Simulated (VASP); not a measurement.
# Bi3As2 (P-3m1) in VASP: further runs

Runs on Bi3As2. Level: PBE. Tasks: single point, relaxation of cell and atoms.

Program: VASP 6.6.1. These are calculated values, not measurements. Logs are shortened: lines on timing, memory, paths and dates and some standing lists are left out, and cuts for length are marked.

### 1 The cell of the first run

The structure is trigonal, space group P-3m1 (No. 164). The conventional cell has a = 5.270 Å, b = 5.270 Å, c = 6.203 Å, α = 90.00°, β = 90.00°, γ = 120.00°. Within 4.3 Å of Bi (site symmetry -3m) lie 6 As at 3.31 Å and 6 Bi at 3.49 Å. Within 4.2 Å of Bi (site symmetry 3m) lie 5 As at 3.01 to 3.19 Å and 6 Bi at 3.49 to 4.11 Å. Within 4.0 Å of As (site symmetry 3m) lie 8 Bi at 3.01 to 3.31 Å and 3 As at 4.00 Å.

### 2 Single point, PBE

INCAR reads:

```
PREC = Accurate
ENCUT = 520
EDIFF = 1E-7
ISMEAR = 0
SIGMA = 0.1
LREAL = F
LASPH = T
NELM = 80
ALGO = Fast
ISIF = 2
LWAVE = F
LCHARG = F
GGA = PE
NBANDS = 36
```

KPOINTS reads:

```
regular mesh
0
Gamma
  6 6 4
```

POSCAR reads:

```
Bi3As2
1.0
    5.2702329880      0.0000000000      0.0000000000
   -2.6351164940      4.5641556515      0.0000000000
    0.0000000000      0.0000000000      6.2029513908
Bi As
3 2
Direct
    0.0000000000      0.0000000000      0.0000000000
    0.3333333333      0.6666666667      0.7232912888
    0.6666666667      0.3333333333      0.2767087112
    0.3333333333      0.6666666667      0.2090629258
    0.6666666667      0.3333333333      0.7909370742
```

Potentials or basis: VASP PAW PBE potentials, release 64 (Bi_d, As).

Command:

```sh
> cat potpaw_PBE.64/Bi_d/POTCAR potpaw_PBE.64/As/POTCAR > POTCAR
> mpirun -np 1 vasp_std > vasp.out
```

OUTCAR:

```text
PREC = Accurate
   ENCUT = 520
   EDIFF = 1E-7
   ISMEAR = 0
   LREAL = F
   LASPH = T
   NELM = 80
   ISIF = 2
   GGA = PE

 ion  position               nearest neighbor table
   1  0.000  0.000  0.000-   4 3.31   5 3.31   5 3.31   4 3.31   5 3.31   4 3.31   2 3.49   3 3.49
                             2 3.49   3 3.49   3 3.49   2 3.49
   2  0.333  0.667  0.723-   4 3.01   5 3.07   5 3.07   5 3.07   4 3.19   1 3.49   1 3.49   1 3.49

   3  0.667  0.333  0.277-   5 3.01   4 3.07   4 3.07   4 3.07   5 3.19   1 3.49   1 3.49   1 3.49

   4  0.333  0.667  0.209-   2 3.01   3 3.07   3 3.07   3 3.07   2 3.19   1 3.31   1 3.31   1 3.31

   5  0.667  0.333  0.791-   3 3.01   2 3.07   2 3.07   2 3.07   3 3.19   1 3.31   1 3.31   1 3.31

  LATTYP: Found a hexagonal cell.
 ALAT       =     5.2702329880
 C/A-ratio  =     1.1769785899

  Lattice vectors:

 A1 = (   5.2702329880,   0.0000000000,   0.0000000000)
 A2 = (  -2.6351164940,   4.5641556515,   0.0000000000)
 A3 = (   0.0000000000,   0.0000000000,   6.2029513908)

Analysis of symmetry for initial positions (statically):
=====================================================================
 Subroutine PRICEL returns:
 Original cell was already a primitive cell.

 Routine SETGRP: Setting up the symmetry group for a
 hexagonal supercell.

 Subroutine GETGRP returns: Found 12 space group operations
 (whereof 12 operations were pure point group operations)
 out of a pool of 24 trial point group operations.

The static configuration has the point symmetry D_3d.

Analysis of symmetry for dynamics (positions and initial velocities):
=====================================================================
 Subroutine PRICEL returns:
 Original cell was already a primitive cell.

 Routine SETGRP: Setting up the symmetry group for a
 hexagonal supercell.

 Subroutine GETGRP returns: Found 12 space group operations
 (whereof 12 operations were pure point group operations)
 out of a pool of 24 trial point group operations.

The dynamic configuration has the point symmetry D_3d.

 Subroutine INISYM returns: Found 12 space group operations
 (whereof 12 operations are pure point group operations),
 and found     1 'primitive' translations

----------------------------------------------------------------------------------------

                                     Primitive cell

  volume of cell :     149.2068

  direct lattice vectors                    reciprocal lattice vectors
     5.270232988  0.000000000  0.000000000     0.189744932  0.109549288  0.000000000
    -2.635116494  4.564155652  0.000000000     0.000000000  0.219098575  0.000000000
     0.000000000  0.000000000  6.202951391     0.000000000  0.000000000  0.161213580

  length of vectors
     5.270232988  5.270232988  6.202951391     0.219098575  0.219098575  0.161213580

  position of ions in fractional coordinates (direct lattice)
     0.000000000  0.000000000  0.000000000
     0.333333333  0.666666667  0.723291289
     0.666666667  0.333333333  0.276708711
     0.333333333  0.666666667  0.209062926
     0.666666667  0.333333333  0.790937074

  ion indices of the primitive-cell ions
   primitive index   ion index
                 1           1
                 2           2
                 3           3
                 4           4
                 5           5

----------------------------------------------------------------------------------------

 KPOINTS: regular mesh

Automatic generation of k-mesh.
 Grid dimensions read from file:
 generate k-points for:    6    6    4

 Generating k-lattice:

  Cartesian coordinates                     Fractional coordinates (reciprocal lattice)
     0.031624155  0.018258215  0.000000000     0.166666667  0.000000000  0.000000000
     0.000000000  0.036516429  0.000000000     0.000000000  0.166666667  0.000000000
     0.000000000  0.000000000  0.040303395     0.000000000  0.000000000  0.250000000

  Length of vectors
     0.036516429  0.036516429  0.040303395

  Shift w.r.t. Gamma in fractional coordinates (k-lattice)
     0.000000000  0.000000000  0.000000000

 Subroutine IBZKPT returns following result:
 ===========================================

 Found     24 irreducible k-points:

 Following reciprocal coordinates:
            Coordinates               Weight
  0.000000  0.000000  0.000000      1.000000
  0.166667 -0.000000  0.000000      6.000000
  0.333333 -0.000000  0.000000      6.000000
  0.500000 -0.000000  0.000000      3.000000
  0.166667  0.166667  0.000000      6.000000
  0.333333  0.166667  0.000000     12.000000
[... 16 lines left out ...]
  0.333333  0.166667  0.500000     12.000000
  0.333333  0.333333  0.500000      2.000000
   k-points           NKPTS =     24   k-points in BZ     NKDIM =     24   number of bands    NBANDS=     36
   number of dos      NEDOS =    301   number of ions     NIONS =      5
   total plane-waves  NPLWV =  76800
   dimension x,y,z NGX =    40 NGY =   40 NGZ =   48
   dimension x,y,z NGXF=    80 NGYF=   80 NGZF=   96
   ions per type =               3   2
   NGX,Y,Z   is equivalent  to a cutoff of  12.62, 12.62, 12.86 a.u.
   NGXF,Y,Z  is equivalent  to a cutoff of  25.24, 25.24, 25.73 a.u.
 SYSTEM =  unknown system
   PREC   = accura    normal or accurate (medium, high low for compatibility)
   ISTART =      0    job   : 0-new  1-cont  2-samecut
   ICHARG =      2    charge: 1-file 2-atom 10-const
   ISPIN  =      1    spin polarized calculation?
   LNONCOLLINEAR =      F non collinear calculations
   LSORBIT =      F    spin-orbit coupling
   LASPH  =      T    aspherical Exc in radial PAW
   ENCUT  =  520.0 eV  38.22 Ry    6.18 a.u.   9.80  9.80 11.53*2*pi/ulx,y,z
   NELM   =     80;   NELMIN=  2; NELMDL= -5     # of ELM steps
   EDIFF  = 0.1E-06   stopping-criterion for ELM
   LREAL  =      F    real-space projection
   EDIFFG = 0.1E-05   stopping-criterion for IOM
   NSW    =      0    number of steps for IOM
   IBRION =     -1    ionic relax: 0-MD 1-quasi-New 2-CG
   NFREE  =      0    steps in history (QN), initial steepest desc. (CG)
   ISIF   =      2    stress and relaxation
   ISYM   =      2    0-nonsym 1-usesym 2-fastsym
   POTIM  = 0.5000    time-step for ionic-motion
   TEBEG  =    0.0;   TEEND  =   0.0 temperature during run
   PSTRESS=    0.0 pullay stress
   NELECT =      55.0000    total number of electrons
   NUPDOWN=      -1.0000    fix difference up-down
   EMIN   =  10.00;   EMAX   =-10.00  energy-range for DOS
   EFERMI =   0.00;   METHOD = LEGACY
   ISMEAR =     0;   SIGMA  =   0.10  broadening in eV -4-tet -1-fermi 0-gaus
   EFERMI_NEDOS =   21; number of points for ismear=-14 and -15
   IALGO  =     68    algorithm
   IMIX   =      4    mixing-type and parameters
     AMIX     =   0.40;   BMIX     =  1.00
     AMIX_MAG =   1.60;   BMIX_MAG =  1.00
  volume/ion in A,a.u.               =      29.84       201.38
  Fermi-wavevector in a.u.,A,eV,Ry     =   1.173815  2.218188 18.746662  1.377841
  Thomas-Fermi vector in A             =   2.310222
   LORBIT       =      0    0 simple, 1 ext, 2 COOP (PROOUT), +10 PAW based schemes
   GGA     = PE    functional components
   LHFCALC =     F    Hartree Fock is set to
   AEXX    =    0.0000 exact exchange contribution
   IVDW    =     0    specifies the selected vdW correction
   LEPSILON=     F    determine dielectric tensor
   LRPA    =     F    only Hartree local field effects (RPA)
 non-spin polarized calculation
 RMM-DIIS sequential band-by-band and
 Gauss-broadening in eV      SIGMA  =   0.10
  energy-cutoff  :      520.00
  volume of cell :      149.21
 maximum number of plane-waves:      4056
 NGX is ok and might be reduce to    40
   NGX = 19   NGY = 19   NGZ = 23

 number of electron      55.0000005 magnetization

 Free energy of the ion-electron system (eV)
  ---------------------------------------------------
  ext. energy  EPLUGINS =         0.00000000
  ---------------------------------------------------
  free energy    TOTEN  =       -20.14957304 eV

  energy without entropy =      -20.13636589  energy(sigma->0) =      -20.14296947

 E-fermi :   6.0746     XC(G=0):  -9.6429

 val. band max:        6.0563839849   @ k =   0.0000   0.0000   0.5000
 cond. band min:       6.0940640929   @ k =   0.1667   0.1667   0.2500
 fundamental gap:      0.0376801079
 Fermi energy:         6.0746253606

 k-point     1 :       0.0000    0.0000    0.0000
  band No.  band energies     occupation
      1     -17.0153      2.00000
      2     -17.0153      2.00000
      3     -16.9672      2.00000
      4     -16.9672      2.00000
      5     -16.9485      2.00000
      6     -16.9465      2.00000
[... 28 lines left out ...]
     35      10.6950      0.00000
     36      10.7109      0.00000

 k-point     2 :       0.1667   -0.0000    0.0000
  band No.  band energies     occupation
      1     -17.0131      2.00000
      2     -17.0049      2.00000
      3     -16.9699      2.00000
      4     -16.9632      2.00000
      5     -16.9478      2.00000
      6     -16.9455      2.00000
[... 28 lines left out ...]
     35      10.8498      0.00000
     36      11.3658      0.00000

 k-point     3 :       0.3333   -0.0000    0.0000
  band No.  band energies     occupation
      1     -17.0080      2.00000
      2     -16.9820      2.00000
      3     -16.9714      2.00000
      4     -16.9528      2.00000
      5     -16.9504      2.00000
      6     -16.9459      2.00000
[... 28 lines left out ...]
     35      10.6356      0.00000
     36      11.1548      0.00000
[... 742 lines left out ...]
 k-point    23 :       0.3333    0.1667    0.5000
  band No.  band energies     occupation
      1     -17.0070      2.00000
      2     -16.9816      2.00000
      3     -16.9609      2.00000
      4     -16.9496      2.00000
      5     -16.9455      2.00000
      6     -16.9429      2.00000
[... 28 lines left out ...]
     35       9.5329      0.00000
     36      11.6623      0.00000

 k-point    24 :       0.3333    0.3333    0.5000
  band No.  band energies     occupation
      1     -16.9917      2.00000
      2     -16.9917      2.00000
      3     -16.9511      2.00000
      4     -16.9511      2.00000
      5     -16.9486      2.00000
      6     -16.9466      2.00000
[... 28 lines left out ...]
     35      10.1206      0.00000
     36      11.5236      0.00000

------------------------ aborting loop because EDIFF is reached ----------------------------------------

  FORCE on cell =-STRESS in cart. coord.  units (eV):
  Direction    XX          YY          ZZ          XY          YZ          ZX
  --------------------------------------------------------------------------------------
  -------------------------------------------------------------------------------------
  Total        0.1275486      0.1275486      0.1279591      0.0000000      0.0000000      0.0000000
  in kB        1.3696120      1.3696120      1.3740198      0.0000000      0.0000000      0.0000000
  external PRESSURE =       1.3710813 kB  Pullay stress =       0.0000000 kB

 VOLUME and BASIS-vectors are now :
 -----------------------------------------------------------------------------
  energy-cutoff  :      520.00
  volume of cell :      149.21
      direct lattice vectors                 reciprocal lattice vectors
     5.270232988  0.000000000  0.000000000     0.189744932  0.109549288  0.000000000
    -2.635116494  4.564155652  0.000000000     0.000000000  0.219098575  0.000000000
     0.000000000  0.000000000  6.202951391     0.000000000  0.000000000  0.161213580

 POSITION                                       TOTAL-FORCE (eV/Angst)
 -----------------------------------------------------------------------------------
      0.00000      0.00000      0.00000         0.000000      0.000000      0.000000
     -0.00000      3.04277      4.48654        -0.000000     -0.000000     -0.000032
      2.63512      1.52139      1.71641        -0.000000      0.000000      0.000032
     -0.00000      3.04277      1.29681         0.000000      0.000000      0.008658
      2.63512      1.52139      4.90614         0.000000      0.000000     -0.008658
 -----------------------------------------------------------------------------------
    total drift:                                0.000000      0.000000      0.000000

  FREE ENERGIE OF THE ION-ELECTRON SYSTEM (eV)
  ---------------------------------------------------
  free  energy   TOTEN  =       -20.1495730391 eV

  energy  without entropy=      -20.1363658932  energy(sigma->0) =      -20.14296947
```

It took 2.2 min on 1 thread of Intel Xeon Platinum 8488C (Sapphire Rapids), shared host; peak memory 0.32 GiB.

What came out:

| Item | Value |
| --- | --- |
| Free energy | -20.1496 eV |
| Pressure | 0.1 GPa |
| Largest force | 0.009 eV/Å |
| Band gap on the k mesh | zero (an odd number of electrons rules out a gap without spin polarisation) |

Forces on the atoms (eV/Å):
```
Bi   0.000  0.000  0.000
Bi   0.000  0.000  0.000
Bi   0.000  0.000  0.000
As   0.000  0.000  0.009
As   0.000  0.000 -0.009
```

Caveat: spin-orbit coupling is left out, which moves the levels of the heavy elements.

(Continued in part 2 of 2.)

The gap in the log of VASP goes by the Fermi energy; the results here count the filled bands.